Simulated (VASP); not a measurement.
Write the native input for VASP 6.6.1 that does the following.

* Task: single point
* Functional: PBE
* Potentials or basis: VASP PAW PBE potentials, release 64 (Ba_sv, Zr_sv, O)
* Cutoff: 520 eV
* k mesh: 6 × 6 × 6
* Occupations: gaussian, width 0.01 eV
* Spin: no spin polarisation
* Dipole correction: no
* Further INCAR settings: ALGO = Normal; EDIFF = 1e-06; NBANDS = 28

The structure of BaZrO3 lies in POSCAR:

```
BaZrO3
1.0
    4.2272580753      0.0000000000      0.0000000000
    0.0000000000      4.2272580753      0.0000000000
    0.0000000000      0.0000000000      4.2272580753
Ba Zr O
1 1 3
Direct
    0.0000000000      0.0000000000      0.0000000000
    0.5000000000      0.5000000000      0.5000000000
    0.5000000000      0.5000000000      0.0000000000
    0.5000000000      0.0000000000      0.5000000000
    0.0000000000      0.5000000000      0.5000000000
```

The input as run:

INCAR

```
SYSTEM = BaZrO3
ALGO     = Normal         ! electronic algorithm
EDIFF    = 1E-6           ! SCF threshold, eV
ENCUT    = 520            ! plane-wave cutoff, eV
GGA      = PE             ! functional
ISIF     = 2              ! what is computed and relaxed
ISMEAR   = 0              ! smearing method
LASPH    = .True.         ! aspherical terms in the spheres
LCHARG   = .True.         ! write CHGCAR
LELF     = .True.         ! ELF
LREAL    = .False.        ! projectors in reciprocal space
LVHAR    = .True.       
LWAVE    = .False.        ! write WAVECAR
NBANDS   = 28             ! bands
NELM     = 100            ! most SCF steps
PREC     = Accurate       ! precision mode
SIGMA    = 0.01           ! smearing width, eV
```

KPOINTS

```
k-points
0
Gamma
  6 6 6
  0 0 0
```

Potentials or basis: VASP PAW PBE potentials, release 64 (Ba_sv, Zr_sv, O).

Command:

```bash
$ cat potpaw_PBE.64/Ba_sv/POTCAR potpaw_PBE.64/Zr_sv/POTCAR potpaw_PBE.64/O/POTCAR > POTCAR
$ mpirun -np 1 vasp_std > vasp.out
```

Results of the run:

| Property | Result |
| --- | --- |
| Pressure | 0.9 GPa |
| Band gap on the k mesh | 3.13 eV, indirect (least direct gap 3.38 eV) |

Caveat: spin-orbit coupling is left out, which moves the levels of the heavy elements.

Wall time 19 s on 1 thread of Intel(R) Xeon(R) 6975P-C (Granite Rapids) (shared host), peak memory 0.19 GiB.
